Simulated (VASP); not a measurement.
## ScSi2O3: single point with PBE

The system is ScSi2O3.

```
Sc Si O
1.0
     3.20730    0.00000    0.00000
     0.00000    3.20730    0.00000
     0.00000    0.00000    7.88715
Sc Si O
1 2 3
Direct
  0.00000 0.00000 0.48480
  0.50000 0.50000 0.86465
  0.00000 0.00000 0.13257
  0.50000 0.00000 0.02200
  0.00000 0.50000 0.02200
  0.50000 0.50000 0.47399
```

The cell was built from a structure type or drawn by symmetry, and may not be a known phase.

```
Program             : VASP 6.6.1
Task                : single point
Functional          : PBE
Potentials or basis : VASP PAW PBE potentials, release 64 (Sc_sv, Si, O)
Cutoff              : 520 eV
k mesh              : 12 × 12 × 6
Occupations         : gaussian, width 0.1 eV
Spin                : no spin polarisation
```

The pressure is 0.2 GPa. The largest force is 0.013 eV/Å and the band gap on the k mesh is zero (an odd number of electrons rules out a gap without spin polarisation).

Forces on the atoms (eV/Å):
```
Sc   0.000  0.000  0.010
Si   0.000  0.000  0.004
Si   0.000  0.000  0.013
O    0.000  0.000 -0.011
O    0.000  0.000 -0.011
O    0.000  0.000 -0.005
```

Stress tensor (GPa, compression positive):
```
 0.27  0.00  0.00
 0.00  0.27  0.00
 0.00  0.00 -0.03
```

Levels at points of the mesh, in eV from the Fermi level:
| k point | band 15 | band 16 | band 17 | band 18 | band 19 | band 20 | band 21 | band 22 | band 23 | band 24 |
| --- | --- | --- | --- | --- | --- | --- | --- | --- | --- | --- |
| (0.00, 0.00, 0.00) | -4.33 | -3.56 | -3.56 | -1.50 | -0.47 | 1.15 | 1.70 | 1.78 | 1.78 | 2.30 |
| (0.50, 0.00, 0.00) | -4.90 | -4.59 | -2.93 | -2.91 | -0.37 | 1.55 | 2.09 | 2.40 | 2.86 | 2.87 |
| (0.50, 0.50, 0.00) | -3.89 | -2.77 | -2.67 | -2.31 | 0.11 | 0.11 | 1.05 | 1.05 | 1.44 | 2.83 |
| (0.00, 0.00, 0.50) | -3.56 | -3.56 | -3.40 | -3.06 | -0.47 | 1.18 | 1.86 | 1.86 | 2.13 | 2.30 |
| (0.50, 0.00, 0.50) | -4.90 | -4.86 | -2.78 | -2.51 | -0.82 | 1.52 | 2.10 | 2.42 | 2.57 | 3.30 |
| (0.50, 0.50, 0.50) | -3.75 | -2.77 | -2.76 | -2.56 | -0.42 | -0.42 | 2.10 | 2.10 | 2.26 | 2.89 |

Wall time 4.3 min on 1 thread of Intel Xeon 8259CL (shared host), peak memory 0.34 GiB.

Caveat: an odd number of electrons without spin polarisation forces a metal; a magnetic or distorted state may lie lower.
